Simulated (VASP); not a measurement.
# CoSi2 (P1) in VASP: single point with PBE

Aim: the single point of CoSi2 with PBE.

Program: VASP 6.6.1. These are calculated values, not measurements. Logs are shortened: lines on timing, memory, paths and dates and some standing lists are left out, and cuts for length are marked.

### Step 1. The cell of the first run

The typed cell holds 6 atoms: a = 3.790 Å, b = 3.790 Å, c = 6.564 Å, α = 73.22°, β = 73.22°, γ = 60.00°.

### Step 2. Single point, PBE (atom 6 moved 0.06 Å)

Input file INCAR:

```
  PREC = Accurate
  ENCUT = 520
  EDIFF = 1E-6
  ISMEAR = 0
  SIGMA = 0.15
  LREAL = F
  LASPH = T
  NELM = 80
  ALGO = Fast
  ISIF = 2
  LWAVE = F
  LCHARG = F
  GGA = PE
  NBANDS = 26
```

Input file KPOINTS:

```
Automatic mesh
0
Gamma
  12 12 10
```

Input file POSCAR:

```
CoSi2
1.0
    0.0000000000     -2.6799390597     -2.6799390597
   -2.6799390597      0.0000000000     -2.6799390597
    2.6799390597      2.6799390597     -5.3598781194
Co Si
2 4
Direct
   -0.0023945614      0.0024206734     -0.0006274362
    0.4976054386      0.5024206734      0.4993725638
    0.1226054386      0.1274206734      0.6243725638
    0.6226054386      0.6274206734      0.1243725638
    0.3726054386      0.3774206734      0.8743725638
    0.8869728070      0.8628966329      0.3781371811
```

Potentials or basis: VASP PAW PBE potentials, release 64 (Co, Si).

Command:

```bash
$ cat potpaw_PBE.64/Co/POTCAR potpaw_PBE.64/Si/POTCAR > POTCAR
$ mpirun -np 1 vasp_std > vasp.out
```

OUTCAR:

```text
PREC = Accurate
   ENCUT = 520
   EDIFF = 1E-6
   ISMEAR = 0
   LREAL = F
   LASPH = T
   NELM = 80
   ISIF = 2
   GGA = PE

 ion  position               nearest neighbor table
   1  0.998  0.002  0.999-   3 2.32   4 2.32   5 2.32   4 2.32   4 2.32   5 2.32   5 2.32   6 2.34

   2  0.498  0.502  0.499-   6 2.26   4 2.32   5 2.32   3 2.32   3 2.32   3 2.32   6 2.32   6 2.35

   3  0.123  0.127  0.624-   1 2.32   2 2.32   2 2.32   2 2.32   6 2.63   6 2.66   5 2.68   5 2.68
                             5 2.68   6 2.71
   4  0.623  0.627  0.124-   1 2.32   2 2.32   1 2.32   1 2.32   6 2.65   5 2.68   5 2.68   5 2.68
                             6 2.70   6 2.73
   5  0.373  0.377  0.874-   1 2.32   2 2.32   1 2.32   1 2.32   3 2.68   3 2.68   3 2.68   4 2.68
                             4 2.68   4 2.68
   6  0.887  0.863  0.378-   2 2.26   2 2.32   1 2.34   2 2.35   3 2.63   4 2.65   3 2.66   4 2.70
                             3 2.71   4 2.73

  LATTYP: Found a trigonal (rhomboedric) cell.
 ALAT       =     6.5644832380
 COS(alpha) =     0.8333333333

  Lattice vectors:

 A1 = (   2.6799390597,   5.3598781194,  -2.6799390597)
 A2 = (   5.3598781194,   2.6799390597,  -2.6799390597)
 A3 = (   2.6799390597,   2.6799390597,  -5.3598781194)

Analysis of symmetry for initial positions (statically):
=====================================================================
 Subroutine PRICEL returns:
 Original cell was already a primitive cell.

 Routine SETGRP: Setting up the symmetry group for a
 trigonal (rhombohedral) supercell.

 Subroutine GETGRP returns: Found  1 space group operations
 (whereof  1 operations were pure point group operations)
 out of a pool of 12 trial point group operations.

The static configuration has the point symmetry C_1 .

Analysis of symmetry for dynamics (positions and initial velocities):
=====================================================================
 Subroutine PRICEL returns:
 Original cell was already a primitive cell.

 Routine SETGRP: Setting up the symmetry group for a
 trigonal (rhombohedral) supercell.

 Subroutine GETGRP returns: Found  1 space group operations
 (whereof  1 operations were pure point group operations)
 out of a pool of 12 trial point group operations.

The dynamic configuration has the point symmetry C_1 .

 Subroutine INISYM returns: Found  1 space group operations
 (whereof  1 operations are pure point group operations),
 and found     1 'primitive' translations

----------------------------------------------------------------------------------------

                                     Primitive cell

  volume of cell :      76.9901

  direct lattice vectors                    reciprocal lattice vectors
     0.000000000 -2.679939060 -2.679939060     0.093285703 -0.279857110 -0.093285703
    -2.679939060  0.000000000 -2.679939060    -0.279857110  0.093285703 -0.093285703
     2.679939060  2.679939060 -5.359878119     0.093285703  0.093285703 -0.093285703

  length of vectors
     3.790006165  3.790006165  6.564483238     0.309393676  0.309393676  0.161575578

  position of ions in fractional coordinates (direct lattice)
     0.997605439  0.002420673  0.999372564
     0.497605439  0.502420673  0.499372564
     0.122605439  0.127420673  0.624372564
     0.622605439  0.627420673  0.124372564
     0.372605439  0.377420673  0.874372564
     0.886972807  0.862896633  0.378137181

  ion indices of the primitive-cell ions
   primitive index   ion index
                 1           1
                 2           2
                 3           3
                 4           4
                 5           5
                 6           6

----------------------------------------------------------------------------------------

 KPOINTS: Automatic mesh

Automatic generation of k-mesh.
 Grid dimensions read from file:
 generate k-points for:   12   12   10

 Generating k-lattice:

  Cartesian coordinates                     Fractional coordinates (reciprocal lattice)
     0.007773809 -0.023321426 -0.007773809     0.083333333  0.000000000 -0.000000000
    -0.023321426  0.007773809 -0.007773809     0.000000000  0.083333333 -0.000000000
     0.009328570  0.009328570 -0.009328570     0.000000000  0.000000000  0.100000000

  Length of vectors
     0.025782806  0.025782806  0.016157558

  Shift w.r.t. Gamma in fractional coordinates (k-lattice)
     0.000000000  0.000000000  0.000000000

 -----------------------------------------------------------------------------
|                                                                             |
|           W    W    AA    RRRRR   N    N  II  N    N   GGGG   !!!           |
|           W    W   A  A   R    R  NN   N  II  NN   N  G    G  !!!           |
|           W    W  A    A  R    R  N N  N  II  N N  N  G       !!!           |
|           W WW W  AAAAAA  RRRRR   N  N N  II  N  N N  G  GGG   !            |
|           WW  WW  A    A  R   R   N   NN  II  N   NN  G    G                |
|           W    W  A    A  R    R  N    N  II  N    N   GGGG   !!!           |
|                                                                             |
|     Your reciprocal lattice and k-lattice belong to different lattice       |
|     classes:                                                                |
|                                                                             |
|        The reciprocal lattice is rhombohedral (trigonal),                   |
|        whereas your k-lattice is base-centered monoclinic.                  |
|                                                                             |
|     Results are often still useful ...                                      |
|                                                                             |
 -----------------------------------------------------------------------------

 WARNING: IBZKPT: internal override: KBLOWUP is changed to .FALSE.
      ... skipping the blow-up phase ...

 Subroutine IBZKPT returns following result:
 ===========================================

 Found    724 irreducible k-points:

 Following reciprocal coordinates:
            Coordinates               Weight
  0.000000  0.000000  0.000000      1.000000
  0.083333  0.000000  0.000000      2.000000
  0.166667  0.000000  0.000000      2.000000
  0.250000  0.000000  0.000000      2.000000
  0.333333  0.000000  0.000000      2.000000
  0.416667  0.000000  0.000000      2.000000
[... 16 lines left out ...]
  0.250000  0.166667  0.000000      2.000000
  0.333333  0.166667  0.000000      2.000000
 [... further k-points ...]
   k-points           NKPTS =    724   k-points in BZ     NKDIM =    724   number of bands    NBANDS=     26
   number of dos      NEDOS =    301   number of ions     NIONS =      6
   total plane-waves  NPLWV =  39200
   dimension x,y,z NGX =    28 NGY =   28 NGZ =   50
   dimension x,y,z NGXF=    56 NGYF=   56 NGZF=  100
   ions per type =               2   4
   NGX,Y,Z   is equivalent  to a cutoff of  12.28, 12.28, 12.66 a.u.
   NGXF,Y,Z  is equivalent  to a cutoff of  24.56, 24.56, 25.33 a.u.
 SYSTEM =  unknown system
   PREC   = accura    normal or accurate (medium, high low for compatibility)
   ISTART =      0    job   : 0-new  1-cont  2-samecut
   ICHARG =      2    charge: 1-file 2-atom 10-const
   ISPIN  =      1    spin polarized calculation?
   LNONCOLLINEAR =      F non collinear calculations
   LSORBIT =      F    spin-orbit coupling
   LASPH  =      T    aspherical Exc in radial PAW
   ENCUT  =  520.0 eV  38.22 Ry    6.18 a.u.   7.05  7.05 12.21*2*pi/ulx,y,z
   NELM   =     80;   NELMIN=  2; NELMDL= -5     # of ELM steps
   EDIFF  = 0.1E-05   stopping-criterion for ELM
   LREAL  =      F    real-space projection
   EDIFFG = 0.1E-04   stopping-criterion for IOM
   NSW    =      0    number of steps for IOM
   IBRION =     -1    ionic relax: 0-MD 1-quasi-New 2-CG
   NFREE  =      0    steps in history (QN), initial steepest desc. (CG)
   ISIF   =      2    stress and relaxation
   ISYM   =      2    0-nonsym 1-usesym 2-fastsym
   POTIM  = 0.5000    time-step for ionic-motion
   TEBEG  =    0.0;   TEEND  =   0.0 temperature during run
   PSTRESS=    0.0 pullay stress
   NELECT =      34.0000    total number of electrons
   NUPDOWN=      -1.0000    fix difference up-down
   EMIN   =  10.00;   EMAX   =-10.00  energy-range for DOS
   EFERMI =   0.00;   METHOD = LEGACY
   ISMEAR =     0;   SIGMA  =   0.15  broadening in eV -4-tet -1-fermi 0-gaus
   EFERMI_NEDOS =   21; number of points for ismear=-14 and -15
   IALGO  =     68    algorithm
   IMIX   =      4    mixing-type and parameters
     AMIX     =   0.40;   BMIX     =  1.00
     AMIX_MAG =   1.60;   BMIX_MAG =  1.00
  volume/ion in A,a.u.               =      12.83        86.59
  Fermi-wavevector in a.u.,A,eV,Ry     =   1.246684  2.355890 21.146444  1.554220
  Thomas-Fermi vector in A             =   2.380850
   LORBIT       =      0    0 simple, 1 ext, 2 COOP (PROOUT), +10 PAW based schemes
   GGA     = PE    functional components
   LHFCALC =     F    Hartree Fock is set to
   AEXX    =    0.0000 exact exchange contribution
   IVDW    =     0    specifies the selected vdW correction
   LEPSILON=     F    determine dielectric tensor
   LRPA    =     F    only Hartree local field effects (RPA)
 non-spin polarized calculation
 RMM-DIIS sequential band-by-band and
 Gauss-broadening in eV      SIGMA  =   0.15
  energy-cutoff  :      520.00
  volume of cell :       76.99
 maximum number of plane-waves:      2093
   NGX = 15   NGY = 15   NGZ = 25

 number of electron      33.9999996 magnetization

 Free energy of the ion-electron system (eV)
  ---------------------------------------------------
  ext. energy  EPLUGINS =         0.00000000
  ---------------------------------------------------
  free energy    TOTEN  =       -38.58418034 eV

  energy without entropy =      -38.56166455  energy(sigma->0) =      -38.57292244

 E-fermi :  10.0462     XC(G=0): -11.7360

 val. band max:       10.0417544639   @ k =   0.2500   0.2500   0.4000
 cond. band min:      10.0480599760   @ k =   0.4167   0.0000   0.3000
 fundamental gap:      0.0063055122
 Fermi energy:        10.0462093282

 k-point     1 :       0.0000    0.0000    0.0000
  band No.  band energies     occupation
      1      -3.0462      2.00000
      2       0.2354      2.00000
      3       0.8494      2.00000
      4       5.9758      2.00000
      5       5.9913      2.00000
      6       6.0076      2.00000
[... 18 lines left out ...]
     25      13.5716      0.00000
     26      14.3885      0.00000

 k-point     2 :       0.0833    0.0000    0.0000
  band No.  band energies     occupation
      1      -2.9495      2.00000
      2       0.2762      2.00000
      3       0.9689      2.00000
      4       5.7716      2.00000
      5       6.0080      2.00000
      6       6.0261      2.00000
[... 18 lines left out ...]
     25      14.8656      0.00000
     26      15.0083      0.00000

 k-point     3 :       0.1667    0.0000    0.0000
  band No.  band energies     occupation
      1      -2.6608      2.00000
      2       0.4199      2.00000
      3       1.2904      2.00000
      4       5.2389      2.00000
      5       5.6291      2.00000
      6       6.0503      2.00000
[... 18 lines left out ...]
     25      15.4891      0.00000
     26      15.7952      0.00000

 k-point     4 :       0.2500    0.0000    0.0000
  band No.  band energies     occupation
      1      -2.1848      2.00000
      2       0.6932      2.00000
      3       1.7098      2.00000
      4       4.5339      2.00000
      5       4.6394      2.00000
      6       6.1127      2.00000
[... 18 lines left out ...]
     25      15.8626      0.00000
     26      15.9785      0.00000
[... 496 lines left out ...]
      1      -2.6271      2.00000
      2       0.1165      2.00000
      3       1.6314      2.00000
      4       5.0279      2.00000
      5       5.8276      2.00000
      6       6.1255      2.00000
[... 18 lines left out ...]
     25      15.2152      0.00000
     26      15.6204      0.00000

 k-point    23 :       0.2500    0.1667    0.0000
  band No.  band energies     occupation
      1      -2.3239      2.00000
      2       0.2137      2.00000
      3       1.9880      2.00000
      4       4.5470      2.00000
      5       5.4561      2.00000
      6       5.9486      2.00000
[... 18 lines left out ...]
     25      15.6786      0.00000
     26      16.1277      0.00000

 k-point    24 :       0.3333    0.1667    0.0000
  band No.  band energies     occupation
      1      -1.8358      2.00000
      2       0.4716      2.00000
      3       2.3354      2.00000
      4       4.0263      2.00000
      5       4.8672      2.00000
      6       5.2877      2.00000
[... 18 lines left out ...]
     25      15.8570      0.00000
     26      16.5492      0.00000

 [... further k-points ...]

------------------------ aborting loop because EDIFF is reached ----------------------------------------

  FORCE on cell =-STRESS in cart. coord.  units (eV):
  Direction    XX          YY          ZZ          XY          YZ          ZX
  --------------------------------------------------------------------------------------
  -------------------------------------------------------------------------------------
  Total        0.1605109      0.1512669      0.1420527     -0.2154104      0.4611030     -0.2626942
  in kB        3.3402599      3.1478914      2.9561432     -4.4827288      9.5956361     -5.4667132
  external PRESSURE =       3.1480982 kB  Pullay stress =       0.0000000 kB

 VOLUME and BASIS-vectors are now :
 -----------------------------------------------------------------------------
  energy-cutoff  :      520.00
  volume of cell :       76.99
      direct lattice vectors                 reciprocal lattice vectors
     0.000000000 -2.679939060 -2.679939060     0.093285703 -0.279857110 -0.093285703
    -2.679939060  0.000000000 -2.679939060    -0.279857110  0.093285703 -0.093285703
     2.679939060  2.679939060 -5.359878119     0.093285703  0.093285703 -0.093285703

 POSITION                                       TOTAL-FORCE (eV/Angst)
 -----------------------------------------------------------------------------------
      2.67177      0.00474     -8.03652         0.047241      0.040205     -0.044149
     -0.00817      0.00474     -5.35659         0.251665     -0.227804     -0.101668
      1.33180      1.34471     -4.01662         0.079362     -0.044051     -0.024514
     -1.34814     -1.33523     -4.01662         0.035790     -0.040026     -0.010317
      1.33180      1.34471     -6.69655         0.050528      0.007258     -0.036638
     -1.29913     -1.36365     -6.71631        -0.464587      0.264419      0.217286
 -----------------------------------------------------------------------------------
    total drift:                                0.000044     -0.000205      0.000131

  FREE ENERGIE OF THE ION-ELECTRON SYSTEM (eV)
  ---------------------------------------------------
  free  energy   TOTEN  =       -38.5841803370 eV

  energy  without entropy=      -38.5616645501  energy(sigma->0) =      -38.57292244
```

Run time: 35 min. Hardware: 1 thread of Oxide Virtual Turin-like, shared host; peak memory 1.1 GiB.

What came out:

- Free energy: -38.5842 eV
- Pressure: 0.3 GPa
- Largest force: 0.577 eV/Å
- Band gap on the k mesh: zero (bands 17 and 18 overlap by 3.44 eV)

Forces in eV/Å, atoms in the order of the input:
```
Co   0.047  0.040 -0.044
Co   0.252 -0.228 -0.102
Si   0.079 -0.044 -0.025
Si   0.036 -0.040 -0.010
Si   0.051  0.007 -0.037
Si  -0.465  0.264  0.217
```

Caveat: the cell differs from its parent crystal (atom 6 moved 0.06 Å); the run has no spin polarisation, though such a crystal can be magnetic.
